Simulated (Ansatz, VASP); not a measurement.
## One calculation of Bi, two programs

File INCAR:

```
SYSTEM = Bi
ALGO     = Normal         ! electronic algorithm
EDIFF    = 1E-7           ! SCF threshold, eV
ENCUT    = 520            ! plane-wave cutoff, eV
GGA      = PE             ! functional
ISIF     = 2              ! what is computed and relaxed
ISMEAR   = -1             ! smearing method
LASPH    = .True.         ! aspherical terms in the spheres
LCHARG   = .False.        ! write CHGCAR
LREAL    = .False.        ! projectors in reciprocal space
LWAVE    = .False.        ! write WAVECAR
NBANDS   = 22             ! bands
NELM     = 100            ! most SCF steps
PREC     = Accurate       ! precision mode
SIGMA    = 0.03           ! smearing width, eV
```

KPOINTS

```
k-points
0
Gamma
  11 11 11
  0 0 0
```

The input POSCAR:

```
Bi
1.0
    2.2805512278      1.3166768653      3.9671363091
   -2.2805512278      1.3166768653      3.9671363091
    0.0000000000     -2.6333537305      3.9671363091
Bi
2
Direct
    0.2338900000      0.2338900000      0.2338900000
    0.7661100000      0.7661100000      0.7661100000
```

Input for Ansatz:

```yaml
crystal:
  lattice:
    - [2.2805512278, 1.3166768653, 3.9671363091]
    - [-2.2805512278, 1.3166768653, 3.9671363091]
    - [0.0, -2.6333537305, 3.9671363091]
  atoms:
    - { symbol: Bi, position: [0.23389, 0.23389, 0.23389] }
    - { symbol: Bi, position: [0.76611, 0.76611, 0.76611] }
kpoints:
  mp_grid: { grid: [11, 11, 11] }
  band_path:
    path:
      - [0.0, 0.0, 0.0]
      - [0.5, 0.5, 0.5]
      - [0.7598966753, 0.2401033247, 0.5]
      - [0.5, -0.2401033247, 0.2401033247]
      - [0.5, 0.0, 0.0]
      - [0.0, 0.0, 0.0]
      - [0.3700516624, -0.3700516624, 0.0]
      - [0.6299483376, 0.0, 0.3700516624]
      - [0.5, 0.0, 0.5]
    npoints: 5
scf:
  occupations: { method: fermi_dirac, width: 0.03 }
hamiltonian:
  xc: pbe
  pseudopotentials: { kind: all_electron, lapw: { basis_error: 0.00025 } }
output:
  forces: true
  stress: true
  eigenvalues: true
```

Change from the starting cell: volume scaled by 1.01.

Alike in both runs: task single point; functional PBE; k mesh 11 × 11 × 11; occupations fermi-dirac, width 0.03 eV; no spin polarisation.

|  | VASP | Ansatz |
| --- | --- | --- |
| version | VASP 6.6.1 | Ansatz 0.2.0 |
| potentials or method | VASP PAW PBE potentials, release 64 (Bi_d), cutoff 520 eV | all-electron LAPW, scalar-relativistic |

|  | VASP | Ansatz | Ansatz less VASP |
| --- | --- | --- | --- |
| pressure (GPa) | 1.2 | 1.3 | +0.07 |
| traceless stress, the component that is largest in VASP (GPa) | 0.13 | 0.13 | 0.000 |
| rms of the force components (eV/Å) | 0.088 | 0.084 | -0.0034 |

Atom by atom the forces differ by 0.003 eV/Å (rms over components). Ansatz ran all-electron here, and VASP with PAW potentials.

Spin-orbit coupling is off throughout.
